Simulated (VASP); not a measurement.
# MgZn5 (P-62m) in VASP: single point with LDA

Aim: the single point of MgZn5 with LDA.

All numbers are computed with VASP 6.6.1; they aren't measurements. Logs are shortened: lines on timing, memory, paths and dates and some standing lists are left out, and cuts for length are marked.

## 1. The cell of the first run

Symmetry: P-62m, No. 189, hexagonal system. Conventional cell: a = 4.851 Å, b = 4.851 Å, c = 4.436 Å, α = 90.00°, β = 90.00°, γ = 120.00°. Within 3.7 Å of Mg (site symmetry -62m) lie 12 Zn at 2.80 to 2.83 Å. Zn (site symmetry m2m) has 10 Zn at 2.68 to 3.05 Å and 2 Mg at 2.83 Å within 3.5 Å. Zn (site symmetry -6) has 9 Zn at 2.71 to 2.80 Å and 3 Mg at 2.80 Å within 3.6 Å.

## 2. Single point, LDA

Input file INCAR:

```
PREC = Accurate
ENCUT = 520
EDIFF = 1E-6
ISMEAR = -1
SIGMA = 0.1
LREAL = False
LASPH = True
NELM = 100
ALGO = Normal
ISIF = 2
LWAVE = False
LCHARG = False
GGA = CA
NBANDS = 40
```

Input file KPOINTS:

```
regular mesh
0
Gamma
  6 6 6
```

Input file POSCAR:

```
MgZn5
1.0
    4.8510700000      0.0000000000      0.0000000000
   -2.4255400000      4.2011500000      0.0000000000
    0.0000000000      0.0000000000      4.4358000000
Mg Zn
1 5
Direct
    0.0000000000      0.0000000000      0.0000000000
    0.0000000000      0.3633600000      0.5000000000
    0.6366400000      0.6366400000      0.5000000000
    0.3633600000      0.0000000000      0.5000000000
    0.6666666667      0.3333333333      0.0000000000
    0.3333333333      0.6666666667      0.0000000000
```

Potentials or basis: VASP PAW LDA potentials, release 64 (Mg, Zn).

Started as:

```
> cat potpaw_LDA.64/Mg/POTCAR potpaw_LDA.64/Zn/POTCAR > POTCAR
> mpirun -np 1 vasp_std > vasp.out
```

OUTCAR:

```text
PREC = Accurate
   ENCUT = 520
   EDIFF = 1E-6
   ISMEAR = -1
   LREAL = False
   LASPH = True
   NELM = 100
   ISIF = 2
   GGA = CA

 ion  position               nearest neighbor table
   1  0.000  0.000  0.000-   5 2.80   6 2.80   5 2.80   6 2.80   5 2.80   6 2.80   3 2.83   3 2.83
                             4 2.83   4 2.83   2 2.83   2 2.83
   2  0.000  0.363  0.500-   4 2.68   3 2.68   4 2.68   3 2.68   6 2.71   6 2.71   5 2.71   5 2.71
                             1 2.83   1 2.83
   3  0.637  0.637  0.500-   2 2.68   4 2.68   2 2.68   4 2.68   6 2.71   6 2.71   5 2.71   5 2.71
                             1 2.83   1 2.83
   4  0.363  0.000  0.500-   2 2.68   2 2.68   3 2.68   3 2.68   5 2.71   5 2.71   6 2.71   6 2.71
                             1 2.83   1 2.83
   5  0.667  0.333  0.000-   4 2.71   4 2.71   2 2.71   2 2.71   3 2.71   3 2.71   6 2.80   1 2.80
                             6 2.80   1 2.80   1 2.80   6 2.80
   6  0.333  0.667  0.000-   2 2.71   2 2.71   3 2.71   3 2.71   4 2.71   4 2.71   5 2.80   1 2.80
                             5 2.80   1 2.80   1 2.80   5 2.80

  LATTYP: Found a hexagonal cell.
 ALAT       =     4.8510700000
 C/A-ratio  =     0.9143962054

  Lattice vectors:

 A1 = (   4.8510700000,   0.0000000000,   0.0000000000)
 A2 = (  -2.4255400000,   4.2011500000,   0.0000000000)
 A3 = (   0.0000000000,   0.0000000000,   4.4358000000)

Analysis of symmetry for initial positions (statically):
=====================================================================
 Subroutine PRICEL returns:
 Original cell was already a primitive cell.

 Routine SETGRP: Setting up the symmetry group for a
 hexagonal supercell.

 Subroutine GETGRP returns: Found 12 space group operations
 (whereof 12 operations were pure point group operations)
 out of a pool of 24 trial point group operations.

The static configuration has the point symmetry D_3h.

Analysis of symmetry for dynamics (positions and initial velocities):
=====================================================================
 Subroutine PRICEL returns:
 Original cell was already a primitive cell.

 Routine SETGRP: Setting up the symmetry group for a
 hexagonal supercell.

 Subroutine GETGRP returns: Found 12 space group operations
 (whereof 12 operations were pure point group operations)
 out of a pool of 24 trial point group operations.

The dynamic configuration has the point symmetry D_3h.

 Subroutine INISYM returns: Found 12 space group operations
 (whereof 12 operations are pure point group operations),
 and found     1 'primitive' translations

----------------------------------------------------------------------------------------

                                     Primitive cell

  volume of cell :      90.4019

  direct lattice vectors                    reciprocal lattice vectors
     4.851070000  0.000000000  0.000000000     0.206140089  0.119015277  0.000000000
    -2.425540000  4.201150000  0.000000000     0.000000000  0.238030063  0.000000000
     0.000000000  0.000000000  4.435800000     0.000000000  0.000000000  0.225438478

  length of vectors
     4.851070000  4.851072625  4.435800000     0.238030192  0.238030063  0.225438478

  position of ions in fractional coordinates (direct lattice)
     0.000000000  0.000000000  0.000000000
     0.000000000  0.363360000  0.500000000
     0.636640000  0.636640000  0.500000000
     0.363360000  0.000000000  0.500000000
     0.666666667  0.333333333  0.000000000
     0.333333333  0.666666667  0.000000000

  ion indices of the primitive-cell ions
   primitive index   ion index
                 1           1
                 2           2
                 3           3
                 4           4
                 5           5
                 6           6

----------------------------------------------------------------------------------------

 KPOINTS: regular mesh

Automatic generation of k-mesh.
 Grid dimensions read from file:
 generate k-points for:    6    6    6

 Generating k-lattice:

  Cartesian coordinates                     Fractional coordinates (reciprocal lattice)
     0.034356681  0.019835879  0.000000000     0.166666667  0.000000000  0.000000000
     0.000000000  0.039671677  0.000000000     0.000000000  0.166666667  0.000000000
     0.000000000  0.000000000  0.037573080     0.000000000  0.000000000  0.166666667

  Length of vectors
     0.039671699  0.039671677  0.037573080

  Shift w.r.t. Gamma in fractional coordinates (k-lattice)
     0.000000000  0.000000000  0.000000000

 Subroutine IBZKPT returns following result:
 ===========================================

 Found     28 irreducible k-points:

 Following reciprocal coordinates:
            Coordinates               Weight
  0.000000  0.000000  0.000000      1.000000
  0.166667  0.000000  0.000000      6.000000
  0.333333  0.000000  0.000000      6.000000
  0.500000  0.000000  0.000000      3.000000
  0.166667  0.166667  0.000000      6.000000
  0.333333  0.166667  0.000000     12.000000
[... 16 lines left out ...]
  0.166667  0.000000  0.500000      6.000000
  0.333333  0.000000  0.500000      6.000000
 [... further k-points ...]
   k-points           NKPTS =     28   k-points in BZ     NKDIM =     28   number of bands    NBANDS=     40
   number of dos      NEDOS =    301   number of ions     NIONS =      6
   total plane-waves  NPLWV =  46656
   dimension x,y,z NGX =    36 NGY =   36 NGZ =   36
   dimension x,y,z NGXF=    72 NGYF=   72 NGZF=   72
   ions per type =               1   5
   NGX,Y,Z   is equivalent  to a cutoff of  12.34, 12.34, 13.49 a.u.
   NGXF,Y,Z  is equivalent  to a cutoff of  24.67, 24.67, 26.98 a.u.
 SYSTEM =  unknown system
   PREC   = accura    normal or accurate (medium, high low for compatibility)
   ISTART =      0    job   : 0-new  1-cont  2-samecut
   ICHARG =      2    charge: 1-file 2-atom 10-const
   ISPIN  =      1    spin polarized calculation?
   LNONCOLLINEAR =      F non collinear calculations
   LSORBIT =      F    spin-orbit coupling
   LASPH  =      T    aspherical Exc in radial PAW
   ENCUT  =  520.0 eV  38.22 Ry    6.18 a.u.   9.02  9.02  8.25*2*pi/ulx,y,z
   NELM   =    100;   NELMIN=  2; NELMDL= -5     # of ELM steps
   EDIFF  = 0.1E-05   stopping-criterion for ELM
   LREAL  =      F    real-space projection
   EDIFFG = 0.1E-04   stopping-criterion for IOM
   NSW    =      0    number of steps for IOM
   IBRION =     -1    ionic relax: 0-MD 1-quasi-New 2-CG
   NFREE  =      0    steps in history (QN), initial steepest desc. (CG)
   ISIF   =      2    stress and relaxation
   ISYM   =      2    0-nonsym 1-usesym 2-fastsym
   POTIM  = 0.5000    time-step for ionic-motion
   TEBEG  =    0.0;   TEEND  =   0.0 temperature during run
   PSTRESS=    0.0 pullay stress
   NELECT =      62.0000    total number of electrons
   NUPDOWN=      -1.0000    fix difference up-down
   EMIN   =  10.00;   EMAX   =-10.00  energy-range for DOS
   EFERMI =   0.00;   METHOD = LEGACY
   ISMEAR =    -1;   SIGMA  =   0.10  broadening in eV -4-tet -1-fermi 0-gaus
   EFERMI_NEDOS =   21; number of points for ismear=-14 and -15
   IALGO  =     38    algorithm
   IMIX   =      4    mixing-type and parameters
     AMIX     =   0.40;   BMIX     =  1.00
     AMIX_MAG =   1.60;   BMIX_MAG =  1.00
  volume/ion in A,a.u.               =      15.07       101.68
  Fermi-wavevector in a.u.,A,eV,Ry     =   1.443708  2.728213 28.358543  2.084294
  Thomas-Fermi vector in A             =   2.562086
   LORBIT       =      0    0 simple, 1 ext, 2 COOP (PROOUT), +10 PAW based schemes
   GGA     = CA    functional components
   LHFCALC =     F    Hartree Fock is set to
   AEXX    =    0.0000 exact exchange contribution
   IVDW    =     0    specifies the selected vdW correction
   LEPSILON=     F    determine dielectric tensor
   LRPA    =     F    only Hartree local field effects (RPA)
 non-spin polarized calculation
  energy-cutoff  :      520.00
  volume of cell :       90.40
 maximum number of plane-waves:      2457
   NGX = 19   NGY = 19   NGZ = 17

 number of electron      62.0000082 magnetization

 Free energy of the ion-electron system (eV)
  ---------------------------------------------------
  ext. energy  EPLUGINS =         0.00000000
  ---------------------------------------------------
  free energy    TOTEN  =       -11.56967165 eV

  energy without entropy =      -11.52921972  energy(sigma->0) =      -11.54944568

 E-fermi :   3.4808     XC(G=0): -11.6286

 val. band max:        3.4482970314   @ k =   0.0000   0.0000   0.1667
 cond. band min:       3.4983395623   @ k =   0.3333   0.1667   0.0000
 fundamental gap:      0.0500425309
 Fermi energy:         3.4808345616

 k-point     1 :       0.0000    0.0000    0.0000
  band No.  band energies     occupation
      1      -7.0176      2.00000
      2      -5.1551      2.00000
      3      -4.9174      2.00000
      4      -4.9174      2.00000
      5      -4.8039      2.00000
      6      -4.7531      2.00000
[... 32 lines left out ...]
     39       9.3967      0.00000
     40       9.7586      0.00000

 k-point     2 :       0.1667    0.0000    0.0000
  band No.  band energies     occupation
      1      -6.7860      2.00000
      2      -5.1175      2.00000
      3      -4.9192      2.00000
      4      -4.8977      2.00000
      5      -4.8922      2.00000
      6      -4.7916      2.00000
[... 32 lines left out ...]
     39       9.5458      0.00000
     40       9.7429      0.00000

 k-point     3 :       0.3333    0.0000    0.0000
  band No.  band energies     occupation
      1      -6.1415      2.00000
      2      -5.0769      2.00000
      3      -5.0122      2.00000
      4      -4.9282      2.00000
      5      -4.8509      2.00000
      6      -4.8259      2.00000
[... 853 lines left out ...]
  band No.  band energies     occupation
      1      -5.3932      2.00000
      2      -5.0707      2.00000
      3      -4.9598      2.00000
      4      -4.9029      2.00000
      5      -4.8692      2.00000
      6      -4.7939      2.00000
[... 32 lines left out ...]
     39       8.1644      0.00000
     40      11.1786      0.00000

 k-point    24 :       0.3333    0.0000    0.5000
  band No.  band energies     occupation
      1      -5.0962      2.00000
      2      -5.0514      2.00000
      3      -5.0037      2.00000
      4      -4.9139      2.00000
      5      -4.8633      2.00000
      6      -4.7921      2.00000
[... 32 lines left out ...]
     39      10.9344      0.00000
     40      11.9032      0.00000

 [... further k-points ...]
[... 5 lines left out ...]
  --------------------------------------------------------------------------------------
  -------------------------------------------------------------------------------------
  Total       -2.2731471     -2.2731472     -2.7666958      0.0000027      0.0000000      0.0000000
  in kB      -40.2865825    -40.2865853    -49.0336593      0.0000479      0.0000000      0.0000000
  external PRESSURE =     -43.2022757 kB  Pullay stress =       0.0000000 kB

 VOLUME and BASIS-vectors are now :
 -----------------------------------------------------------------------------
  energy-cutoff  :      520.00
  volume of cell :       90.40
      direct lattice vectors                 reciprocal lattice vectors
     4.851070000  0.000000000  0.000000000     0.206140089  0.119015277  0.000000000
    -2.425540000  4.201150000  0.000000000     0.000000000  0.238030063  0.000000000
     0.000000000  0.000000000  4.435800000     0.000000000  0.000000000  0.225438478

 POSITION                                       TOTAL-FORCE (eV/Angst)
 -----------------------------------------------------------------------------------
      0.00000      0.00000      0.00000         0.000000      0.000000      0.000000
     -0.88134      1.52653      2.21790        -0.048369      0.083778      0.000000
      1.54419      2.67462      2.21790        -0.048369     -0.083778      0.000000
      1.76268      0.00000      2.21790         0.096738      0.000000      0.000000
      2.42553      1.40038      0.00000         0.000000      0.000000      0.000000
     -0.00000      2.80077      0.00000         0.000000      0.000000      0.000000
 -----------------------------------------------------------------------------------
    total drift:                                0.000000     -0.000016      0.000000

  FREE ENERGIE OF THE ION-ELECTRON SYSTEM (eV)
  ---------------------------------------------------
  free  energy   TOTEN  =       -11.5696716456 eV

  energy  without entropy=      -11.5292197196  energy(sigma->0) =      -11.54944568
```

Run time: 39 s. Hardware: 1 thread of Intel Xeon Platinum 8559C (Emerald Rapids), shared host; peak memory 0.21 GiB.

Results:

| Item | Value |
| --- | --- |
| Free energy | -11.5697 eV |
| Pressure | -4.3 GPa |
| Largest force | 0.097 eV/Å |
| Band gap on the k mesh | zero (band 31 reaches 4.25 eV, above the bottom of band 32 at 2.63 eV) |

Forces in eV/Å, atoms in the order of the input:
```
Mg   0.000  0.000  0.000
Zn  -0.048  0.084  0.000
Zn  -0.048 -0.084  0.000
Zn   0.097  0.000  0.000
Zn   0.000  0.000  0.000
Zn   0.000  0.000  0.000
```

Stress tensor (GPa, compression positive):
```
-4.03  0.00  0.00
 0.00 -4.03  0.00
 0.00  0.00 -4.90
```
